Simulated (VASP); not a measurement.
# FeS2 (Pnnm) in VASP: further runs, part 2 of 2

VASP 6.6.1. The steps go on from the part before.

### Step 3. Single point, PBE+U, collinear spin, zero start (14.24 Å³/atom)

This run uses another cell than the first one, of 14.24 Å³/atom.

File INCAR:

```
ALGO     = Normal         # electronic algorithm
EDIFF    = 1E-6           # SCF threshold, eV
ENCUT    = 600            # plane-wave cutoff, eV
GGA      = PE             # functional
GGA_COMPAT= F            
ISIF     = 2              # what is computed and relaxed
ISMEAR   = 0              # smearing method
ISPIN    = 2              # spin polarisation
LASPH    = T              # aspherical terms in the spheres
LCHARG   = F              # write CHGCAR
LDAU     = T              # DFT+U
LDAUJ    = 0 0          
LDAUL    = 2 -1           # shell
LDAUPRINT= 1            
LDAUTYPE = 2            
LDAUU    = 4 0            # U, eV
LMAXMIX  = 4              # l up to which the mixer works
LORBIT   = 11             # projections on sites
LREAL    = F              # projectors in reciprocal space
LWAVE    = F              # write WAVECAR
MAGMOM   = 0 0 0 0 0 0    # initial moments
NBANDS   = 33             # bands
NELM     = 200            # most SCF steps
PREC     = Accurate       # precision mode
SIGMA    = 0.05           # smearing width, eV
```

File KPOINTS:

```
k-points
0
Gamma
  6 4 6
```

File POSCAR:

```
FeS2
1.0
    4.4819791461      0.0000000000      0.0000000000
    0.0000000000      5.5040931833      0.0000000000
    0.0000000000      0.0000000000      3.4642758907
Fe S
2 4
Direct
    0.0000000000      0.0000000000      0.0000000000
    0.5000000000      0.5000000000      0.5000000000
    0.1921963571      0.3840757594      0.0000000000
    0.3078036429      0.8840757594      0.5000000000
    0.8078036429      0.6159242406      0.0000000000
    0.6921963571      0.1159242406      0.5000000000
```

Potentials or basis: VASP PAW PBE potentials, release 64 (Fe, S).

Command:

```
cat potpaw_PBE.64/Fe/POTCAR potpaw_PBE.64/S/POTCAR > POTCAR
mpirun -np 1 vasp_std > vasp.out
```

OUTCAR:

```text
EDIFF = 1E-6
   ENCUT = 600
   GGA = PE
   ISIF = 2
   ISMEAR = 0
   ISPIN = 2
   LASPH = T
   LORBIT = 11
   LREAL = F
   NELM = 200
   PREC = Accurate

 ion  position               nearest neighbor table
   1  0.000  0.000  0.000-   3 2.28   5 2.28   4 2.30   6 2.30   4 2.30   6 2.30
   2  0.500  0.500  0.500-   4 2.28   6 2.28   5 2.30   3 2.30   3 2.30   5 2.30
   3  0.192  0.384  0.000-   5 2.14   1 2.28   2 2.30   2 2.30
   4  0.308  0.884  0.500-   6 2.14   2 2.28   1 2.30   1 2.30
   5  0.808  0.616  0.000-   3 2.14   1 2.28   2 2.30   2 2.30
   6  0.692  0.116  0.500-   4 2.14   2 2.28   1 2.30   1 2.30

  LATTYP: Found a simple orthorhombic cell.
 ALAT       =     3.4642758907
 B/A-ratio  =     1.2937708449
 C/A-ratio  =     1.5888149088

  Lattice vectors:

 A1 = (   0.0000000000,   0.0000000000,   3.4642758907)
 A2 = (   4.4819791461,   0.0000000000,   0.0000000000)
 A3 = (   0.0000000000,   5.5040931833,   0.0000000000)

Analysis of symmetry for initial positions (statically):
=====================================================================
 Subroutine PRICEL returns:
 Original cell was already a primitive cell.

 Routine SETGRP: Setting up the symmetry group for a
 simple orthorhombic supercell.

 Subroutine GETGRP returns: Found  8 space group operations
 (whereof  4 operations were pure point group operations)
 out of a pool of  8 trial point group operations.

The static configuration has the point symmetry C_2h.
 The point group associated with its full space group is D_2h.

Analysis of symmetry for dynamics (positions and initial velocities):
=====================================================================
 Subroutine PRICEL returns:
 Original cell was already a primitive cell.

 Routine SETGRP: Setting up the symmetry group for a
 simple orthorhombic supercell.

 Subroutine GETGRP returns: Found  8 space group operations
 (whereof  4 operations were pure point group operations)
 out of a pool of  8 trial point group operations.

The dynamic configuration has the point symmetry C_2h.
 The point group associated with its full space group is D_2h.

Analysis of structural, dynamic, and magnetic symmetry:
=====================================================================
 Subroutine PRICEL returns:
 Original cell was already a primitive cell.

 Routine SETGRP: Setting up the symmetry group for a
 simple orthorhombic supercell.

 Subroutine GETGRP returns: Found  8 space group operations
 (whereof  4 operations were pure point group operations)
 out of a pool of  8 trial point group operations.

The overall configuration has the point symmetry C_2h.
 The point group associated with its full space group is D_2h.

 Subroutine INISYM returns: Found  8 space group operations
 (whereof  4 operations are pure point group operations),
[... 184 lines left out ...]
 onsite density matrix

spin component  1

  0.6789  0.0000 -0.1728  0.0000 -0.1932
  0.0000  0.7770  0.0000 -0.1961  0.0000
 -0.1728  0.0000  0.7782  0.0000 -0.1647
  0.0000 -0.1961  0.0000  0.3861  0.0000
 -0.1932  0.0000 -0.1647  0.0000  0.6493

spin component  2

  0.6789  0.0000 -0.1728  0.0000 -0.1932
  0.0000  0.7770  0.0000 -0.1961  0.0000
 -0.1728  0.0000  0.7782  0.0000 -0.1647
  0.0000 -0.1961  0.0000  0.3861  0.0000
 -0.1932  0.0000 -0.1647  0.0000  0.6493

 occupancies and eigenvectors

  o =  0.3047  v =  0.0000  0.0000  0.0000  0.0000  0.0000  0.0000 -0.3834  0.0000 -0.9236  0.0000      0.0000  0.0000  0.0000  0.0000  0.0000  0.0000  0.0000  0.0000  0.0000  0.0000
  o =  0.3047  v =  0.0000  0.3834 -0.0000  0.9236  0.0000  0.0000  0.0000  0.0000  0.0000  0.0000      0.0000  0.0000  0.0000  0.0000  0.0000  0.0000  0.0000  0.0000  0.0000  0.0000
  o =  0.3405  v =  0.0000  0.0000  0.0000  0.0000  0.0000  0.6067  0.0000  0.4785  0.0000  0.6348      0.0000  0.0000  0.0000  0.0000  0.0000  0.0000  0.0000  0.0000  0.0000  0.0000
  o =  0.3405  v = -0.6067 -0.0000 -0.4785  0.0000 -0.6348  0.0000  0.0000  0.0000  0.0000  0.0000      0.0000  0.0000  0.0000  0.0000  0.0000  0.0000  0.0000  0.0000  0.0000  0.0000
  o =  0.8548  v =  0.0000  0.0000  0.0000  0.0000  0.0000 -0.6271 -0.0000 -0.2028  0.0000  0.7521      0.0000  0.0000  0.0000  0.0000  0.0000  0.0000  0.0000  0.0000  0.0000  0.0000
  o =  0.8548  v = -0.6272  0.0000 -0.2026 -0.0000  0.7521  0.0000  0.0000  0.0000  0.0000  0.0000      0.0000  0.0000  0.0000  0.0000  0.0000  0.0000  0.0000  0.0000  0.0000  0.0000
  o =  0.8584  v =  0.0000  0.0000  0.0000  0.0000  0.0000  0.0000 -0.9236  0.0000  0.3834 -0.0000      0.0000  0.0000  0.0000  0.0000  0.0000  0.0000  0.0000  0.0000  0.0000  0.0000
  o =  0.8584  v =  0.0000  0.9236  0.0000 -0.3834 -0.0000  0.0000  0.0000  0.0000  0.0000  0.0000      0.0000  0.0000  0.0000  0.0000  0.0000  0.0000  0.0000  0.0000  0.0000  0.0000
  o =  0.9112  v =  0.0000  0.0000  0.0000  0.0000  0.0000  0.4886  0.0000 -0.8544 -0.0000  0.1770      0.0000  0.0000  0.0000  0.0000  0.0000  0.0000  0.0000  0.0000  0.0000  0.0000
  o =  0.9112  v = -0.4885  0.0000  0.8544 -0.0000 -0.1771  0.0000  0.0000  0.0000  0.0000  0.0000      0.0000  0.0000  0.0000  0.0000  0.0000  0.0000  0.0000  0.0000  0.0000  0.0000

 number of electron      40.0000018 magnetization       0.0000000

 Free energy of the ion-electron system (eV)
  ---------------------------------------------------
  ext. energy  EPLUGINS =         0.00000000
  ---------------------------------------------------
  free energy    TOTEN  =       -28.89578029 eV

  energy without entropy =      -28.89578029  energy(sigma->0) =      -28.89578029

 E-fermi :   6.9533     XC(G=0): -11.4194

 val. band max:        6.7304824863   @ k =   0.5000   0.0000   0.0000
 cond. band min:       8.5151589577   @ k =   0.0000   0.5000   0.0000
 fundamental gap:      1.7846764714
 Fermi energy:         6.9533115225

 spin component 1

 k-point     1 :       0.0000    0.0000    0.0000
  band No.  band energies     occupation
      1      -9.4921      1.00000
      2      -7.6097      1.00000
      3      -4.9451      1.00000
      4      -4.3299      1.00000
      5      -0.2072      1.00000
      6       1.2402      1.00000
[... 1673 lines left out ...]
     31      15.4396      0.00000
     32      15.4396      0.00000

 [... further k-points ...]

 [bands above 32 left out]

------------------------ aborting loop because EDIFF is reached ----------------------------------------

  FORCE on cell =-STRESS in cart. coord.  units (eV):
  Direction    XX          YY          ZZ          XY          YZ          ZX
  --------------------------------------------------------------------------------------
  -------------------------------------------------------------------------------------
  Total       -0.0385538     -0.1309853     -0.2948281      0.0000000      0.0000000      0.0000000
  in kB       -0.7227856     -2.4556418     -5.5272790      0.0000000      0.0000000      0.0000000
  external PRESSURE =      -2.9019022 kB  Pullay stress =       0.0000000 kB

 VOLUME and BASIS-vectors are now :
 -----------------------------------------------------------------------------
  energy-cutoff  :      600.00
  volume of cell :       85.46
      direct lattice vectors                 reciprocal lattice vectors
     4.481979146  0.000000000  0.000000000     0.223115719  0.000000000  0.000000000
     0.000000000  5.504093183  0.000000000     0.000000000  0.181682971  0.000000000
     0.000000000  0.000000000  3.464275891     0.000000000  0.000000000  0.288660612

 POSITION                                       TOTAL-FORCE (eV/Angst)
 -----------------------------------------------------------------------------------
      0.00000      0.00000      0.00000         0.000000      0.000000      0.000000
      2.24099      2.75205      1.73214         0.000000      0.000000      0.000000
      0.86142      2.11399      0.00000        -0.015896     -0.012437      0.000000
      1.37957      4.86604      1.73214         0.015896     -0.012437      0.000000
      3.62056      3.39010      0.00000         0.015896      0.012437      0.000000
      3.10241      0.63806      1.73214        -0.015896      0.012437      0.000000
 -----------------------------------------------------------------------------------
    total drift:                                0.000000     -0.000000      0.000000

  FREE ENERGIE OF THE ION-ELECTRON SYSTEM (eV)
  ---------------------------------------------------
  free  energy   TOTEN  =       -28.8957802900 eV

  energy  without entropy=      -28.8957802900  energy(sigma->0) =      -28.89578029

 total charge

# of ion       s       p       d       tot
------------------------------------------
    1        0.396   0.560   6.505   7.461
    2        0.396   0.560   6.505   7.461
    3        1.340   2.333   0.000   3.673
    4        1.340   2.333   0.000   3.673
    5        1.340   2.333   0.000   3.673
    6        1.340   2.333   0.000   3.673
--------------------------------------------------
tot          6.152  10.453  13.009  29.614

 magnetization (x)

# of ion       s       p       d       tot
------------------------------------------
    1       -0.000  -0.000   0.000   0.000
    2       -0.000  -0.000   0.000   0.000
    3        0.000  -0.000   0.000  -0.000
    4        0.000  -0.000   0.000  -0.000
    5        0.000  -0.000   0.000  -0.000
    6        0.000  -0.000   0.000  -0.000
--------------------------------------------------
tot         -0.000  -0.000   0.000   0.000
```

It took 4.3 min on 1 thread of Intel Xeon Platinum 8259CL at 2.50GHz (Skylake/Cascade Lake), shared host; peak memory 0.39 GiB.

What came out:

```yaml
Free_energy: -28.8958 eV
Pressure: -0.3 GPa
Largest_force: 0.020 eV/Å
Band_gap_on_the_k_mesh: 1.78 eV (least direct gap 2.26 eV)
Net_moment: 0.00 μB per cell
Valence_electrons_inside_the_program's_atomic_spheres: Fe 7.46; S 3.67
```

Forces on the atoms (eV/Å):
```
Fe   0.000  0.000  0.000
Fe   0.000  0.000  0.000
S   -0.016 -0.012  0.000
S    0.016 -0.012  0.000
S    0.016  0.012  0.000
S   -0.016  0.012  0.000
```

Stress tensor (GPa, compression positive):
```
-0.07  0.00  0.00
 0.00 -0.25  0.00
 0.00  0.00 -0.55
```

Eigenvalues of the final occupation matrices:
| site | spin | trace | eigenvalues |
| --- | --- | --- | --- |
| site 1 d | 1 | 3.27 | 0.30 0.34 0.85 0.86 0.91 |
| site 1 d | 2 | 3.27 | 0.30 0.34 0.85 0.86 0.91 |
| site 2 d | 1 | 3.27 | 0.30 0.34 0.85 0.86 0.91 |
| site 2 d | 2 | 3.27 | 0.30 0.34 0.85 0.86 0.91 |

Caveat: no moment was typed at the start, so none could form.
